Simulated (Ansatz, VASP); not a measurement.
**Ti4B in VASP and in Ansatz**

```
Ti B
1.0
    -3.86446    3.86446    1.43509
     3.86446   -3.86446    1.43509
     3.86446    3.86446   -1.43509
Ti B
4 1
Direct
  0.00000 0.72152 0.72152
  0.00000 0.27848 0.27848
  0.72152 0.00000 0.72152
  0.27848 0.00000 0.27848
  0.00000 0.00000 0.00000
```

Alike in both runs: functional PBE; k mesh 6 × 6 × 6; occupations gaussian, width 0.1 eV; no spin polarisation.

Ansatz relaxed the structure, and its values are those at the end. VASP's run is a single point on that final structure, the one shown.

```csv
,VASP,Ansatz
version,VASP 6.6.1,Ansatz 0.2.0
potentials or method,"VASP PAW PBE potentials, release 64 (Ti_sv, B), cutoff 520 eV","scalar-relativistic, plane waves, PAW"
valence electrons in the cell,51,51
```

```csv
,VASP,Ansatz,Ansatz less VASP
gap on the k mesh at the Fermi level (eV),none,none,-
pressure (GPa),-0.1,0.0,+0.14
rms of the force components (eV/Å),0.006,0.000,-0.0054
```

A gap of «none» marks a metal or a gap that the smearing closes.

The k mesh is coarse, so the values compare programs but aren't converged.
